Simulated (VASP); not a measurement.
# C (C2/m) in VASP: notebook

C is run at these levels: PBE; tasks: single point.

Everything below comes from runs of VASP 6.6.1. Logs are shortened: lines on timing, memory, paths and dates and some standing lists are left out, and cuts for length are marked.

## (1) The cell of the first run

Symmetry: C2/m, No. 12, monoclinic system. The conventional cell has a = 4.272 Å, b = 2.467 Å, c = 8.707 Å, α = 90.00°, β = 90.00°, γ = 90.00°. Within 1.9 Å of C (site symmetry m) lie 3 C at 1.42 Å. C (site symmetry m) has 3 C at 1.42 Å within 1.9 Å.

## (2) Single point, PBE

Input file INCAR:

```
SYSTEM = C
PREC     = Accurate       ! precision mode
ENCUT    = 520            ! plane-wave cutoff, eV
EDIFF    = 1E-6           ! SCF threshold, eV
ISMEAR   = 0              ! smearing method
SIGMA    = 0.15           ! smearing width, eV
LREAL    = .False.        ! projectors in reciprocal space
LASPH    = .True.         ! aspherical terms in the spheres
NELM     = 60             ! most SCF steps
ALGO     = Normal         ! electronic algorithm
ISIF     = 2              ! what is computed and relaxed
LWAVE    = .False.        ! write WAVECAR
LCHARG   = .False.        ! write CHGCAR
GGA      = PE             ! functional
NBANDS   = 16             ! bands
```

Input file KPOINTS:

```
Automatic mesh
0
Gamma
  18 18 6
  0 0 0
```

Input file POSCAR:

```
C
1.0
    1.2332770792     -2.1360444277      0.0000000000
    1.2332770792      2.1360444277      0.0000000000
    0.0000000000      0.0000000000      8.7070252276
C
4
Direct
    0.1832841301      0.8167158699      0.7797297894
    0.4833819210      0.5166180790      0.2202696788
    0.8167158699      0.1832841301      0.2202702106
    0.5166180790      0.4833819210      0.7797303212
```

Potentials or basis: VASP PAW PBE potentials, release 64 (C).

Run with:

```bash
> cat potpaw_PBE.64/C/POTCAR > POTCAR
> mpirun -np 1 vasp_std > vasp.out
```

OUTCAR:

```text
SYSTEM = C
   PREC = Accurate
   ENCUT = 520
   EDIFF = 1E-6
   ISMEAR = 0
   LREAL = .False.
   LASPH = .True.
   NELM = 60
   ISIF = 2
   GGA = PE

 ion  position               nearest neighbor table
   1  0.183  0.817  0.780-   4 1.42   4 1.42   4 1.42
   2  0.483  0.517  0.220-   3 1.42   3 1.42   3 1.42
   3  0.817  0.183  0.220-   2 1.42   2 1.42   2 1.42
   4  0.517  0.483  0.780-   1 1.42   1 1.42   1 1.42

  LATTYP: Found a base centered orthorhombic cell.
 ALAT       =     2.4665541584
 B/A-ratio  =     1.7320069137
 C/A-ratio  =     3.5300361024

  Lattice vectors:

 A1 = (   1.2332770792,  -2.1360444277,   0.0000000000)
 A2 = (   1.2332770792,   2.1360444277,   0.0000000000)
 A3 = (   0.0000000000,   0.0000000000,   8.7070252276)

Analysis of symmetry for initial positions (statically):
=====================================================================
 Subroutine PRICEL returns:
 Original cell was already a primitive cell.

 Routine SETGRP: Setting up the symmetry group for a
 base centered orthorhombic supercell.

 Subroutine GETGRP returns: Found  4 space group operations
 (whereof  4 operations were pure point group operations)
 out of a pool of  8 trial point group operations.

The static configuration has the point symmetry C_2h.

Analysis of symmetry for dynamics (positions and initial velocities):
=====================================================================
 Subroutine PRICEL returns:
 Original cell was already a primitive cell.

 Routine SETGRP: Setting up the symmetry group for a
 base centered orthorhombic supercell.

 Subroutine GETGRP returns: Found  4 space group operations
 (whereof  4 operations were pure point group operations)
 out of a pool of  8 trial point group operations.

The dynamic configuration has the point symmetry C_2h.

 Subroutine INISYM returns: Found  4 space group operations
 (whereof  4 operations are pure point group operations),
 and found     1 'primitive' translations

----------------------------------------------------------------------------------------

                                     Primitive cell

  volume of cell :      45.8744

[... 90 lines left out ...]
   ENCUT  =  520.0 eV  38.22 Ry    6.18 a.u.   4.59  4.59 16.19*2*pi/ulx,y,z
   NELM   =     60;   NELMIN=  2; NELMDL= -5     # of ELM steps
   EDIFF  = 0.1E-05   stopping-criterion for ELM
   LREAL  =      F    real-space projection
   EDIFFG = 0.1E-04   stopping-criterion for IOM
   NSW    =      0    number of steps for IOM
   IBRION =     -1    ionic relax: 0-MD 1-quasi-New 2-CG
   NFREE  =      0    steps in history (QN), initial steepest desc. (CG)
   ISIF   =      2    stress and relaxation
   ISYM   =      2    0-nonsym 1-usesym 2-fastsym
   POTIM  = 0.5000    time-step for ionic-motion
   TEBEG  =    0.0;   TEEND  =   0.0 temperature during run
   PSTRESS=    0.0 pullay stress
   NELECT =      16.0000    total number of electrons
   NUPDOWN=      -1.0000    fix difference up-down
   EMIN   =  10.00;   EMAX   =-10.00  energy-range for DOS
   EFERMI =   0.00;   METHOD = LEGACY
   ISMEAR =     0;   SIGMA  =   0.15  broadening in eV -4-tet -1-fermi 0-gaus
   EFERMI_NEDOS =   21; number of points for ismear=-14 and -15
   IALGO  =     38    algorithm
   IMIX   =      4    mixing-type and parameters
     AMIX     =   0.40;   BMIX     =  1.00
     AMIX_MAG =   1.60;   BMIX_MAG =  1.00
  volume/ion in A,a.u.               =      11.47        77.39
  Fermi-wavevector in a.u.,A,eV,Ry     =   1.152368  2.177660 18.067889  1.327952
  Thomas-Fermi vector in A             =   2.289020
   LORBIT       =      0    0 simple, 1 ext, 2 COOP (PROOUT), +10 PAW based schemes
   GGA     = PE    functional components
   LHFCALC =     F    Hartree Fock is set to
   AEXX    =    0.0000 exact exchange contribution
   IVDW    =     0    specifies the selected vdW correction
   LEPSILON=     F    determine dielectric tensor
   LRPA    =     F    only Hartree local field effects (RPA)
 non-spin polarized calculation
 Gauss-broadening in eV      SIGMA  =   0.15
  energy-cutoff  :      520.00
  volume of cell :       45.87
 maximum number of plane-waves:      1260
   NGX =  9   NGY =  9   NGZ = 33

 number of electron      16.0000002 magnetization

 Free energy of the ion-electron system (eV)
  ---------------------------------------------------
  ext. energy  EPLUGINS =         0.00000000
  ---------------------------------------------------
  free energy    TOTEN  =       -36.90108200 eV

  energy without entropy =      -36.89963441  energy(sigma->0) =      -36.90035820

 E-fermi :   2.6441     XC(G=0):  -8.5781

 val. band max:        2.6286178361   @ k =   0.3333   0.3333   0.5000
 cond. band min:       2.6593559398   @ k =   0.3333   0.3333   0.5000
 fundamental gap:      0.0307381037
 Fermi energy:         2.6440644900

 k-point     1 :       0.0000    0.0000    0.0000
  band No.  band energies     occupation
      1     -16.8955      2.00000
      2     -16.8422      2.00000
      3      -5.2409      2.00000
      4      -4.6790      2.00000
      5      -0.3986      2.00000
      6      -0.3981      2.00000
[... 433 lines left out ...]
      3      -4.1097      2.00000
      4      -3.5756      2.00000
      5      -3.4051      2.00000
      6      -3.3949      2.00000
[... 8 lines left out ...]
     15      13.1198      0.00000
     16      13.9825      0.00000

 [... further k-points ...]

------------------------ aborting loop because EDIFF is reached ----------------------------------------

  FORCE on cell =-STRESS in cart. coord.  units (eV):
  Direction    XX          YY          ZZ          XY          YZ          ZX
  --------------------------------------------------------------------------------------
  -------------------------------------------------------------------------------------
  Total        0.1445198      0.1527524      0.0385988      0.0000000     -0.0036409      0.0000000
  in kB        5.0473941      5.3349205      1.3480733      0.0000000     -0.1271598      0.0000000
  external PRESSURE =       3.9101293 kB  Pullay stress =       0.0000000 kB

 VOLUME and BASIS-vectors are now :
 -----------------------------------------------------------------------------
  energy-cutoff  :      520.00
  volume of cell :       45.87
      direct lattice vectors                 reciprocal lattice vectors
     1.233277079 -2.136044428  0.000000000     0.405423897 -0.234077528  0.000000000
     1.233277079  2.136044428  0.000000000     0.405423897  0.234077528  0.000000000
     0.000000000  0.000000000  8.707025228     0.000000000  0.000000000  0.114849788

 POSITION                                       TOTAL-FORCE (eV/Angst)
 -----------------------------------------------------------------------------------
      1.23328      1.35304      6.78913         0.000000      0.000530     -0.012522
      1.23328      0.07099      1.91789         0.000000     -0.000332      0.008237
      1.23328     -1.35304      1.91790         0.000000     -0.000530      0.012522
      1.23328     -0.07099      6.78913         0.000000      0.000332     -0.008237
 -----------------------------------------------------------------------------------
    total drift:                               -0.000000      0.000000     -0.000000

  FREE ENERGIE OF THE ION-ELECTRON SYSTEM (eV)
  ---------------------------------------------------
  free  energy   TOTEN  =       -36.9010819958 eV

  energy  without entropy=      -36.8996344105  energy(sigma->0) =      -36.90035820
```

stdout:

```text
POSCAR found type information on POSCAR C
 POSCAR found :  1 types and       4 ions
 scaLAPACK will be used
 LDA part: xc-table for (Slater+PW92), standard interpolation
 POSCAR, INCAR and KPOINTS ok, starting setup
 FFT: planning ... GRIDC
 FFT: planning ... GRID_SOFT
 FFT: planning ... GRID
 WAVECAR not read
 entering main loop
```

Wall time 6.3 min (1 thread of Intel Xeon 6975P-C (Granite Rapids), shared host); peak memory 0.37 GiB.

What came out:

```
Free energy   : -36.9011 eV
Pressure      : 0.4 GPa
Largest force : 0.013 eV/Å
```

Forces on the atoms (eV/Å):
```
C    0.000  0.001 -0.013
C    0.000  0.000  0.008
C    0.000 -0.001  0.013
C    0.000  0.000 -0.008
```

Caveat: this functional lacks dispersion, which binds layers or chains, so the pressure and a relaxed spacing across them are unreliable.

## (3) Single point, PBE

Input file INCAR:

```
PREC     = Accurate       # precision mode
ENCUT    = 520            # plane-wave cutoff, eV
EDIFF    = 1E-7           # SCF threshold, eV
ISMEAR   = 0              # smearing method
SIGMA    = 0.15           # smearing width, eV
LREAL    = False          # projectors in reciprocal space
LASPH    = True           # aspherical terms in the spheres
NELM     = 100            # most SCF steps
ALGO     = Normal         # electronic algorithm
ISIF     = 2              # what is computed and relaxed
LWAVE    = False          # write WAVECAR
LCHARG   = True           # write CHGCAR
GGA      = PE             # functional
LELF     = True           # ELF
LVHAR    = True         
NBANDS   = 16             # bands
```

Input file KPOINTS:

```
regular mesh
0
Gamma
  18 18 6
```

Input file POSCAR:

```
C
1.0
    1.2332770792     -2.1360444277      0.0000000000
    1.2332770792      2.1360444277      0.0000000000
    0.0000000000      0.0000000000      8.7070252276
C
4
Direct
    0.1832839588      0.8167160412      0.7208807582
    0.4833817497      0.5166182503      0.2791187100
    0.8167160412      0.1832839588      0.2791192418
    0.5166182503      0.4833817497      0.7208812900
```

Potentials or basis: VASP PAW PBE potentials, release 64 (C).

Run with:

```bash
> cat potpaw_PBE.64/C/POTCAR > POTCAR
> mpirun -np 1 vasp_std > vasp.out
```

OUTCAR:

```text
PREC = Accurate
   ENCUT = 520
   EDIFF = 1E-7
   ISMEAR = 0
   LREAL = False
   LASPH = True
   NELM = 100
   ISIF = 2
   GGA = PE

 ion  position               nearest neighbor table
   1  0.183  0.817  0.721-   4 1.42   4 1.42   4 1.42
   2  0.483  0.517  0.279-   3 1.42   3 1.42   3 1.42
   3  0.817  0.183  0.279-   2 1.42   2 1.42   2 1.42
   4  0.517  0.483  0.721-   1 1.42   1 1.42   1 1.42

  LATTYP: Found a base centered orthorhombic cell.
 ALAT       =     2.4665541584
[... 655 lines left out ...]
  Direction    XX          YY          ZZ          XY          YZ          ZX
  --------------------------------------------------------------------------------------
  -------------------------------------------------------------------------------------
  Total        0.1454730      0.1535365      0.0377474      0.0000000      0.0035048      0.0000000
  in kB        5.0806833      5.3623031      1.3183382      0.0000000      0.1224063      0.0000000
  external PRESSURE =       3.9204415 kB  Pullay stress =       0.0000000 kB

 VOLUME and BASIS-vectors are now :
 -----------------------------------------------------------------------------
  energy-cutoff  :      520.00
  volume of cell :       45.87
      direct lattice vectors                 reciprocal lattice vectors
     1.233277079 -2.136044428  0.000000000     0.405423897 -0.234077528  0.000000000
     1.233277079  2.136044428  0.000000000     0.405423897  0.234077528  0.000000000
     0.000000000  0.000000000  8.707025228     0.000000000  0.000000000  0.114849788

 POSITION                                       TOTAL-FORCE (eV/Angst)
 -----------------------------------------------------------------------------------
      1.23328      1.35304      6.27673         0.000000      0.000435      0.012153
      1.23328      0.07099      2.43029         0.000000     -0.000390     -0.007691
      1.23328     -1.35304      2.43030         0.000000     -0.000435     -0.012153
      1.23328     -0.07099      6.27673         0.000000      0.000390      0.007691
 -----------------------------------------------------------------------------------
    total drift:                                0.000000      0.000000      0.000000

  FREE ENERGIE OF THE ION-ELECTRON SYSTEM (eV)
  ---------------------------------------------------
  free  energy   TOTEN  =       -36.9012976387 eV

  energy  without entropy=      -36.8998352137  energy(sigma->0) =      -36.90056643
```

OSZICAR:

```text
N       E                     dE             d eps       ncg     rms          rms(c)
DAV:   1     0.467970541176E+02    0.46797E+02   -0.76277E+03 16816   0.893E+02
DAV:   2    -0.355923103119E+02   -0.82389E+02   -0.74301E+02 23384   0.191E+02
DAV:   3    -0.393437973955E+02   -0.37515E+01   -0.37255E+01 22584   0.398E+01
DAV:   4    -0.393865516150E+02   -0.42754E-01   -0.42726E-01 21232   0.510E+00
DAV:   5    -0.393874110778E+02   -0.85946E-03   -0.85935E-03 22328   0.691E-01    0.892E+00
DAV:   6    -0.375374164108E+02    0.18500E+01   -0.13573E+00 20136   0.689E+00    0.523E+00
DAV:   7    -0.368904071821E+02    0.64701E+00   -0.17363E+00 21144   0.786E+00    0.142E+00
DAV:   8    -0.369015217944E+02   -0.11115E-01   -0.70537E-02 20992   0.154E+00    0.206E-01
DAV:   9    -0.369011011712E+02    0.42062E-03   -0.14992E-03 21152   0.265E-01    0.118E-01
DAV:  10    -0.369013132455E+02   -0.21207E-03   -0.11132E-03 20328   0.207E-01    0.582E-02
DAV:  11    -0.369012964685E+02    0.16777E-04   -0.59571E-05 21960   0.575E-02    0.113E-02
DAV:  12    -0.369012979623E+02   -0.14938E-05   -0.59033E-06 20560   0.197E-02    0.334E-03
DAV:  13    -0.369012976444E+02    0.31793E-06   -0.74383E-07 21480   0.720E-03    0.123E-03
DAV:  14    -0.369012975428E+02    0.10154E-06   -0.12853E-07 20224   0.233E-03    0.162E-03
DAV:  15    -0.369012976387E+02   -0.95860E-07   -0.71672E-09 18160   0.636E-04
   1 F= -.36901298E+02 E0= -.36900566E+02  d E =-.146243E-02
```

stdout:

```text
POSCAR found type information on POSCAR C
 POSCAR found :  1 types and       4 ions
 scaLAPACK will be used
 LDA part: xc-table for (Slater+PW92), standard interpolation
 POSCAR, INCAR and KPOINTS ok, starting setup
 FFT: planning ... GRIDC
 FFT: planning ... GRID_SOFT
 FFT: planning ... GRID
 WAVECAR not read
 entering main loop
```

Run time: 5.2 min. Hardware: 1 thread of Oxide Virtual Turin-like, shared host; peak memory 0.33 GiB.

What came out:

| Property | Result |
| --- | --- |
| Free energy | -36.9013 eV |
| Pressure | 0.4 GPa |
| Largest force | 0.012 eV/Å |

Forces in eV/Å, atoms in the order of the input:
```
C    0.000  0.000  0.012
C    0.000  0.000 -0.008
C    0.000  0.000 -0.012
C    0.000  0.000  0.008
```

Stress tensor (GPa, compression positive):
```
0.51 0.00 0.00
0.00 0.54 0.01
0.00 0.01 0.13
```

Caveat: this functional lacks dispersion, which binds layers or chains, so the pressure and a relaxed spacing across them are unreliable.

## (4) Single point, PBE

Input file INCAR:

```
ALGO = Normal
EDIFF = 1E-6
ENCUT = 520
GGA = PE
ISIF = 2
ISMEAR = 0
LASPH = True
LCHARG = False
LREAL = False
LWAVE = False
NBANDS = 16
NELM = 80
PREC = Accurate
SIGMA = 0.15
```

Input file KPOINTS:

```
k-points
0
Gamma
  18 18 6
```

Input file POSCAR:

```
C
1.0
    1.2332770792     -2.1360444277      0.0000000000
    1.2332770792      2.1360444277      0.0000000000
    0.0000000000      0.0000000000      8.7070252276
C
4
Direct
    0.1832839874      0.8167160126      0.7306889300
    0.4833817782      0.5166182218      0.2693105382
    0.8167160126      0.1832839874      0.2693110700
    0.5166182218      0.4833817782      0.7306894618
```

Run with:

```bash
> cat potpaw_PBE.64/C/POTCAR > POTCAR
> mpirun -np 1 vasp_std > vasp.out
```

Run time: 7.1 min. Hardware: 1 thread of Oxide Virtual Turin-like, shared host; peak memory 0.33 GiB.

It converged, with:

```yaml
Free_energy: -36.9038 eV
Pressure: 0.4 GPa
Largest_force: 0.006 eV/Å
```

Forces in eV/Å, atoms in the order of the input:
```
C    0.000  0.000  0.006
C    0.000  0.000 -0.004
C    0.000  0.000 -0.006
C    0.000  0.000  0.004
```

Stress tensor (GPa, compression positive):
```
0.52 0.00 0.00
0.00 0.55 0.01
0.00 0.01 0.01
```

Caveat: this functional lacks dispersion, which binds layers or chains, so the pressure and a relaxed spacing across them are unreliable.

## (5) Summary

| cell | pressure (GPa) | largest force (eV/Å) |
| --- | --- | --- |
| as given, atomic positions A | 0.4 | 0.01 |
| as given, atomic positions B | 0.4 | 0.01 |
| as given, atomic positions C | 0.4 | 0.01 |

Alike in all rows: task single point; level PBE; potentials or basis VASP PAW PBE potentials, release 64 (C); no spin polarisation; k mesh 18 × 18 × 6; cutoff (eV) 520; smearing gaussian 0.15 eV.

Caveats: this functional lacks dispersion, which binds layers or chains, so the pressure and a relaxed spacing across them are unreliable.

Total energies depend on the potentials used, so only differences within one code and one set of settings carry meaning.
